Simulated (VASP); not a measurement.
# WSe2 in VASP: notebook

Runs on WSe2. Level: PBEsol. Tasks: single point.

Everything below comes from runs of VASP 6.6.1. Logs are shortened: lines on timing, memory, paths and dates and some standing lists are left out, and cuts for length are marked.

### Step 1. The cell of the first run

The cell holds a slab with vacuum, 3 atoms: a = 3.516 Å, b = 3.333 Å, c = 16.661 Å, α = 90.00°, β = 90.00°, γ = 121.83°.

### Step 2. Single point, PBEsol (strain +0.0750 x Voigt [1, 0, 0, 0, 0, 0])

Input file INCAR:

```
PREC = Accurate ; ENCUT = 520
EDIFF = 1E-7 ; ISMEAR = 0
SIGMA = 0.05 ; LREAL = False
LASPH = True ; NELM = 60
ALGO = Normal ; ISIF = 2
LWAVE = False ; LCHARG = False
GGA = PS ; NBANDS = 20
```

Input file KPOINTS:

```
Automatic mesh
0
Gamma
  12 12 2
```

Input file POSCAR:

```
WSe2
1.0
    3.5155216293      0.0000000000      0.0000000000
   -1.7577608146      2.8321218963      0.0000000000
    0.0000000000      0.0000000000     16.6612169706
W Se
1 2
Direct
    0.0000000000      0.0000000000      0.0000000000
    0.3333333333      0.6666666667      0.1003992721
    0.3333333333      0.6666666667      0.8996007279
```

Potentials or basis: VASP PAW PBE potentials, release 64 (W_sv, Se).

On the command line:

```sh
$ cat potpaw_PBE.64/W_sv/POTCAR potpaw_PBE.64/Se/POTCAR > POTCAR
$ mpirun -np 1 vasp_std > vasp.out
```

OUTCAR:

```text
PREC = Accurate
   ENCUT = 520
   EDIFF = 1E-7
   ISMEAR = 0
   LREAL = False
   LASPH = True
   NELM = 60
   ISIF = 2
   GGA = PS

 ion  position               nearest neighbor table
   1  0.000  0.000  0.000-   2 2.52   3 2.52   2 2.60   3 2.60   2 2.60   3 2.60
   2  0.333  0.667  0.100-   1 2.52   1 2.60   1 2.60
   3  0.333  0.667  0.900-   1 2.52   1 2.60   1 2.60

  Warning from LATTYP: Monoclinic adjustment (A1->A3, A2->A1, A3->A2)!
  LATTYP: Found a base centered orthorhombic cell.
 ALAT       =     3.5155216293
 B/A-ratio  =     1.6112100535
 C/A-ratio  =     4.7393299565

  Lattice vectors:

 A1 = (   1.7577608146,  -2.8321218963,   0.0000000000)
 A2 = (   1.7577608147,   2.8321218963,   0.0000000000)
 A3 = (   0.0000000000,   0.0000000000,  16.6612169706)

Analysis of symmetry for initial positions (statically):
=====================================================================
 Subroutine PRICEL returns:
 Original cell was already a primitive cell.

 Routine SETGRP: Setting up the symmetry group for a
 base centered orthorhombic supercell.

 Subroutine GETGRP returns: Found  4 space group operations
 (whereof  4 operations were pure point group operations)
 out of a pool of  8 trial point group operations.

The static configuration has the point symmetry C_2v.

Analysis of symmetry for dynamics (positions and initial velocities):
=====================================================================
 Subroutine PRICEL returns:
 Original cell was already a primitive cell.

 Routine SETGRP: Setting up the symmetry group for a
 base centered orthorhombic supercell.

 Subroutine GETGRP returns: Found  4 space group operations
 (whereof  4 operations were pure point group operations)
 out of a pool of  8 trial point group operations.

The dynamic configuration has the point symmetry C_2v.

 Subroutine INISYM returns: Found  4 space group operations
 (whereof  4 operations are pure point group operations),
 and found     1 'primitive' translations

----------------------------------------------------------------------------------------

                                     Primitive cell

  volume of cell :     165.8855

  direct lattice vectors                    reciprocal lattice vectors
     3.515521629  0.000000000  0.000000000     0.284452808  0.176546073  0.000000000
    -1.757760815  2.832121896  0.000000000     0.000000000  0.353092147  0.000000000
     0.000000000  0.000000000 16.661216971     0.000000000  0.000000000  0.060019625

  length of vectors
     3.515521629  3.333262293 16.661216971     0.334786374  0.353092147  0.060019625

  position of ions in fractional coordinates (direct lattice)
     0.000000000  0.000000000  0.000000000
     0.333333333  0.666666667  0.100399272
     0.333333333  0.666666667  0.899600728

  ion indices of the primitive-cell ions
   primitive index   ion index
                 1           1
                 2           2
                 3           3

----------------------------------------------------------------------------------------

 KPOINTS: Automatic mesh

Automatic generation of k-mesh.
 Grid dimensions read from file:
 generate k-points for:   12   12    2

 Generating k-lattice:

  Cartesian coordinates                     Fractional coordinates (reciprocal lattice)
     0.023704401  0.014712173  0.000000000     0.083333333  0.000000000  0.000000000
     0.000000000  0.029424346  0.000000000     0.000000000  0.083333333  0.000000000
     0.000000000  0.000000000  0.030009813     0.000000000  0.000000000  0.500000000

  Length of vectors
     0.027898864  0.029424346  0.030009813

  Shift w.r.t. Gamma in fractional coordinates (k-lattice)
     0.000000000  0.000000000  0.000000000

 Subroutine IBZKPT returns following result:
 ===========================================

 Found     86 irreducible k-points:

 Following reciprocal coordinates:
            Coordinates               Weight
  0.000000  0.000000  0.000000      1.000000
  0.083333 -0.000000  0.000000      4.000000
  0.166667 -0.000000  0.000000      4.000000
  0.250000 -0.000000  0.000000      4.000000
  0.333333 -0.000000  0.000000      4.000000
  0.416667  0.000000  0.000000      4.000000
[... 16 lines left out ...]
  0.333333  0.166667  0.000000      4.000000
  0.416667  0.166667  0.000000      4.000000
 [... further k-points ...]
   k-points           NKPTS =     86   k-points in BZ     NKDIM =     86   number of bands    NBANDS=     20
   number of dos      NEDOS =    301   number of ions     NIONS =      3
   total plane-waves  NPLWV =  98784
   dimension x,y,z NGX =    28 NGY =   28 NGZ =  126
   dimension x,y,z NGXF=    56 NGYF=   56 NGZF=  252
   ions per type =               1   2
   NGX,Y,Z   is equivalent  to a cutoff of  13.24, 13.96, 12.57 a.u.
   NGXF,Y,Z  is equivalent  to a cutoff of  26.48, 27.93, 25.14 a.u.
 SYSTEM =  unknown system
   PREC   = accura    normal or accurate (medium, high low for compatibility)
   ISTART =      0    job   : 0-new  1-cont  2-samecut
   ICHARG =      2    charge: 1-file 2-atom 10-const
   ISPIN  =      1    spin polarized calculation?
   LNONCOLLINEAR =      F non collinear calculations
   LSORBIT =      F    spin-orbit coupling
   LASPH  =      T    aspherical Exc in radial PAW
   ENCUT  =  520.0 eV  38.22 Ry    6.18 a.u.   6.54  6.20 30.98*2*pi/ulx,y,z
   NELM   =     60;   NELMIN=  2; NELMDL= -5     # of ELM steps
   EDIFF  = 0.1E-06   stopping-criterion for ELM
   LREAL  =      F    real-space projection
   EDIFFG = 0.1E-05   stopping-criterion for IOM
   NSW    =      0    number of steps for IOM
   IBRION =     -1    ionic relax: 0-MD 1-quasi-New 2-CG
   NFREE  =      0    steps in history (QN), initial steepest desc. (CG)
   ISIF   =      2    stress and relaxation
   ISYM   =      2    0-nonsym 1-usesym 2-fastsym
   POTIM  = 0.5000    time-step for ionic-motion
   TEBEG  =    0.0;   TEEND  =   0.0 temperature during run
   PSTRESS=    0.0 pullay stress
   NELECT =      26.0000    total number of electrons
   NUPDOWN=      -1.0000    fix difference up-down
   EMIN   =  10.00;   EMAX   =-10.00  energy-range for DOS
   EFERMI =   0.00;   METHOD = LEGACY
   ISMEAR =     0;   SIGMA  =   0.05  broadening in eV -4-tet -1-fermi 0-gaus
   EFERMI_NEDOS =   21; number of points for ismear=-14 and -15
   IALGO  =     38    algorithm
   IMIX   =      4    mixing-type and parameters
     AMIX     =   0.40;   BMIX     =  1.00
     AMIX_MAG =   1.60;   BMIX_MAG =  1.00
  volume/ion in A,a.u.               =      55.30       373.15
  Fermi-wavevector in a.u.,A,eV,Ry     =   0.882666  1.667997 10.600292  0.779100
  Thomas-Fermi vector in A             =   2.003328
   LORBIT       =      0    0 simple, 1 ext, 2 COOP (PROOUT), +10 PAW based schemes
   GGA     = PS    functional components
   LHFCALC =     F    Hartree Fock is set to
   AEXX    =    0.0000 exact exchange contribution
   IVDW    =     0    specifies the selected vdW correction
   LEPSILON=     F    determine dielectric tensor
   LRPA    =     F    only Hartree local field effects (RPA)
 non-spin polarized calculation
 Gauss-broadening in eV      SIGMA  =   0.05
  energy-cutoff  :      520.00
  volume of cell :      165.89
 maximum number of plane-waves:      4528
 NGX is ok and might be reduce to    28
   NGX = 13   NGY = 13   NGZ = 61

 number of electron      26.0000001 magnetization

 Free energy of the ion-electron system (eV)
  ---------------------------------------------------
  ext. energy  EPLUGINS =         0.00000000
  ---------------------------------------------------
  free energy    TOTEN  =       -23.03222765 eV

  energy without entropy =      -23.03222765  energy(sigma->0) =      -23.03222765

 E-fermi :  -0.7816     XC(G=0):  -4.6961

 val. band max:       -1.1542579775   @ k =   0.3333   0.3333   0.0000
 cond. band min:       0.1695609807   @ k =   0.3333   0.3333   0.5000
 fundamental gap:      1.3238189581
 Fermi energy:        -0.7815733195

 k-point     1 :       0.0000    0.0000    0.0000
  band No.  band energies     occupation
      1     -75.2665      2.00000
      2     -39.4466      2.00000
      3     -39.4256      2.00000
      4     -39.3356      2.00000
      5     -15.6040      2.00000
      6     -14.4089      2.00000
[... 12 lines left out ...]
     19       3.9408      0.00000
     20       3.9501      0.00000

 k-point     2 :       0.0833   -0.0000    0.0000
  band No.  band energies     occupation
      1     -75.2661      2.00000
      2     -39.4447      2.00000
      3     -39.4329      2.00000
      4     -39.3413      2.00000
      5     -15.5159      2.00000
      6     -14.3664      2.00000
[... 12 lines left out ...]
     19       4.0804      0.00000
     20       4.1773      0.00000

 k-point     3 :       0.1667   -0.0000    0.0000
  band No.  band energies     occupation
      1     -75.2650      2.00000
      2     -39.4549      2.00000
      3     -39.4393      2.00000
      4     -39.3546      2.00000
      5     -15.2642      2.00000
      6     -14.2457      2.00000
[... 12 lines left out ...]
     19       4.4353      0.00000
     20       4.8464      0.00000

 k-point     4 :       0.2500   -0.0000    0.0000
  band No.  band energies     occupation
      1     -75.2635      2.00000
      2     -39.4886      2.00000
      3     -39.4321      2.00000
      4     -39.3689      2.00000
      5     -14.8887      2.00000
      6     -14.0683      2.00000
[... 12 lines left out ...]
     19       4.9692      0.00000
     20       5.3630      0.00000

 k-point     5 :       0.3333   -0.0000    0.0000
  band No.  band energies     occupation
      1     -75.2620      2.00000
      2     -39.5247      2.00000
      3     -39.4248      2.00000
      4     -39.3804      2.00000
      5     -14.4637      2.00000
      6     -13.8736      2.00000
[... 12 lines left out ...]
     19       5.1451      0.00000
     20       5.5704      0.00000

 k-point     6 :       0.4167    0.0000    0.0000
  band No.  band energies     occupation
      1     -75.2609      2.00000
      2     -39.5520      2.00000
      3     -39.4194      2.00000
      4     -39.3878      2.00000
      5     -14.1077      2.00000
      6     -13.7175      2.00000
[... 12 lines left out ...]
     19       5.5873      0.00000
     20       5.9038      0.00000

 k-point     7 :       0.5000   -0.0000    0.0000
  band No.  band energies     occupation
      1     -75.2605      2.00000
      2     -39.5620      2.00000
      3     -39.4175      2.00000
      4     -39.3903      2.00000
      5     -13.9645      2.00000
      6     -13.6570      2.00000
[... 12 lines left out ...]
     19       5.8393      0.00000
     20       5.9860      0.00000
[... 277 lines left out ...]
 k-point    20 :       0.0833    0.1667    0.0000
  band No.  band energies     occupation
      1     -75.2633      2.00000
      2     -39.4571      2.00000
      3     -39.4321      2.00000
      4     -39.4010      2.00000
      5     -14.9608      2.00000
      6     -14.0780      2.00000
[... 12 lines left out ...]
     19       4.8365      0.00000
     20       5.3316      0.00000

 k-point    21 :       0.1667    0.1667    0.0000
  band No.  band energies     occupation
      1     -75.2619      2.00000
      2     -39.4907      2.00000
      3     -39.4255      2.00000
      4     -39.4104      2.00000
      5     -14.6021      2.00000
      6     -13.9054      2.00000
[... 12 lines left out ...]
     19       5.3702      0.00000
     20       5.7427      0.00000

 k-point    22 :       0.2500    0.1667    0.0000
  band No.  band energies     occupation
      1     -75.2607      2.00000
      2     -39.5233      2.00000
      3     -39.4195      2.00000
      4     -39.4173      2.00000
      5     -14.2168      2.00000
      6     -13.7286      2.00000
[... 12 lines left out ...]
     19       5.5921      0.00000
     20       5.9975      0.00000

 k-point    23 :       0.3333    0.1667    0.0000
  band No.  band energies     occupation
      1     -75.2599      2.00000
      2     -39.5442      2.00000
      3     -39.4217      2.00000
      4     -39.4155      2.00000
      5     -13.9203      2.00000
      6     -13.6013      2.00000
[... 12 lines left out ...]
     19       6.3251      0.00000
     20       6.5975      0.00000

 k-point    24 :       0.4167    0.1667    0.0000
  band No.  band energies     occupation
      1     -75.2599      2.00000
      2     -39.5494      2.00000
      3     -39.4210      2.00000
      4     -39.4148      2.00000
      5     -13.8338      2.00000
      6     -13.5717      2.00000
[... 12 lines left out ...]
     19       6.6471      0.00000
     20       6.9330      0.00000

 [... further k-points ...]
[... 5 lines left out ...]
  --------------------------------------------------------------------------------------
  -------------------------------------------------------------------------------------
  Total       -5.4088105     -1.6543772     -2.2698700     -0.0000000      0.0000000      0.0000000
  in kB      -52.2400895    -15.9785253    -21.9231584     -0.0000000      0.0000000      0.0000000
  external PRESSURE =     -30.0472578 kB  Pullay stress =       0.0000000 kB

 VOLUME and BASIS-vectors are now :
 -----------------------------------------------------------------------------
  energy-cutoff  :      520.00
  volume of cell :      165.89
      direct lattice vectors                 reciprocal lattice vectors
     3.515521629  0.000000000  0.000000000     0.284452808  0.176546073  0.000000000
    -1.757760815  2.832121896  0.000000000     0.000000000  0.353092147  0.000000000
     0.000000000  0.000000000 16.661216971     0.000000000  0.000000000  0.060019625

 POSITION                                       TOTAL-FORCE (eV/Angst)
 -----------------------------------------------------------------------------------
      0.00000      0.00000      0.00000        -0.000000     -0.438623      0.000000
     -0.00000      1.88808      1.67277         0.000000      0.219311     -0.675074
     -0.00000      1.88808     14.98844         0.000000      0.219311      0.675074
 -----------------------------------------------------------------------------------
    total drift:                                0.000000      0.000134     -0.000000

  FREE ENERGIE OF THE ION-ELECTRON SYSTEM (eV)
  ---------------------------------------------------
  free  energy   TOTEN  =       -23.0322276524 eV

  energy  without entropy=      -23.0322276524  energy(sigma->0) =      -23.03222765
```

It took 3.7 min on 1 thread of Intel Xeon 6975P-C (Granite Rapids), shared host; peak memory 0.49 GiB.

Results:

| Quantity | Value |
| --- | --- |
| Free energy | -23.0322 eV |
| Largest force | 0.710 eV/Å |
| Band gap on the k mesh | 1.32 eV |

Forces in eV/Å, atoms in the order of the input:
```
W    0.000 -0.439  0.000
Se   0.000  0.219 -0.675
Se   0.000  0.219  0.675
```

Caveat: the cell differs from its parent crystal (strain +0.0750 x Voigt [1, 0, 0, 0, 0, 0]); the PAW data sets were made with another functional, which shifts forces and pressure a little; spin-orbit coupling is left out, which moves the levels of the heavy elements.

### Step 3. Single point, PBEsol (strain +0.1000 x Voigt [1, 0, 0, 0, 0, 0])

Input file INCAR:

```
SYSTEM = WSe2
PREC = Accurate
ENCUT = 520
EDIFF = 1E-6
ISMEAR = 0
SIGMA = 0.05
LREAL = .FALSE.
LASPH = .TRUE.
NELM = 80
ALGO = Normal
ISIF = 2
LWAVE = .FALSE.
LCHARG = .FALSE.
GGA = PS
NBANDS = 20
```

Input file KPOINTS:

```
Automatic mesh
0
G
  12 12 2
  0 0 0
```

Input file POSCAR:

```
WSe2
1.0
    3.5972779462      0.0000000000      0.0000000000
   -1.7986389731      2.8321218963      0.0000000000
    0.0000000000      0.0000000000     16.6612169706
W Se
1 2
Direct
    0.0000000000      0.0000000000      0.0000000000
    0.3333333333      0.6666666667      0.1003992721
    0.3333333333      0.6666666667      0.8996007279
```

Potentials or basis: VASP PAW PBE potentials, release 64 (W_sv, Se).

On the command line:

```sh
$ cat potpaw_PBE.64/W_sv/POTCAR potpaw_PBE.64/Se/POTCAR > POTCAR
$ mpirun -np 1 vasp_std > vasp.out
```

Run time: 4.5 min. Hardware: 1 thread of Intel Xeon 6975P-C (Granite Rapids), shared host; peak memory 0.5 GiB.

It converged, with:

* Free energy: -22.8922 eV
* Largest force: 0.912 eV/Å
* Band gap on the k mesh: 1.23 eV

Forces in eV/Å, atoms in the order of the input:
```
W    0.000 -0.531  0.000
Se   0.000  0.265 -0.872
Se   0.000  0.265  0.872
```

Levels at points of the mesh, in eV from the valence-band top:
```csv
k point,band 9,band 10,band 11,band 12,band 13,band 14,band 15,band 16,band 17,band 18
"(0.00, 0.00, 0.00)",-1.92,-1.90,-1.45,-1.15,-0.10,2.27,2.50,2.97,3.12,3.91
"(0.50, 0.00, 0.00)",-3.97,-2.68,-1.86,-1.00,-0.78,1.75,2.55,3.38,4.13,4.27
"(0.00, 0.50, 0.00)",-3.84,-3.43,-1.74,-1.70,-0.68,2.12,2.51,3.39,3.82,4.27
"(0.00, 0.00, 0.50)",-1.92,-1.90,-1.45,-1.15,-0.10,2.27,2.50,2.97,3.12,3.92
"(0.50, 0.00, 0.50)",-3.97,-2.68,-1.86,-1.00,-0.78,1.75,2.55,3.38,4.13,4.27
"(0.00, 0.50, 0.50)",-3.84,-3.43,-1.74,-1.70,-0.68,2.12,2.51,3.39,3.82,4.27
```

Caveat: the cell differs from its parent crystal (strain +0.1000 x Voigt [1, 0, 0, 0, 0, 0]); the PAW data sets were made with another functional, which shifts forces and pressure a little; spin-orbit coupling is left out, which moves the levels of the heavy elements.
